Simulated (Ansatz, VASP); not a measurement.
**Two plane-wave programs on La**

```
CELL_PARAMETERS angstrom
6.32292 0.00000 0.00000
-3.16146 5.47581 0.00000
0.00000 0.00000 3.88560
ATOMIC_POSITIONS crystal
La 0.00000 0.00000 0.00000
La 0.33333 0.66667 0.50000
La 0.66667 0.33333 0.50000
```

Alike in both runs: task single point; functional BLYP; k mesh 7 × 7 × 10; occupations fermi-dirac, width 0.1 eV; no spin polarisation.

```csv
,VASP,Ansatz
version,VASP 6.6.1,Ansatz 0.2.0
potentials or method,"VASP PAW PBE potentials, release 64 (La), cutoff 520 eV","plane waves (420 eV) with PAW, scalar-relativistic"
valence electrons in the cell,33,33
```

```tsv
	VASP	Ansatz	Ansatz less VASP
pressure (GPa)	-2.5	-2.4	+0.02
traceless stress, the component that is largest in VASP (GPa)	0.18	0.18	-0.002
```

VASP's potentials were made for PBE, not for BLYP.

Neither program's run includes spin-orbit coupling.
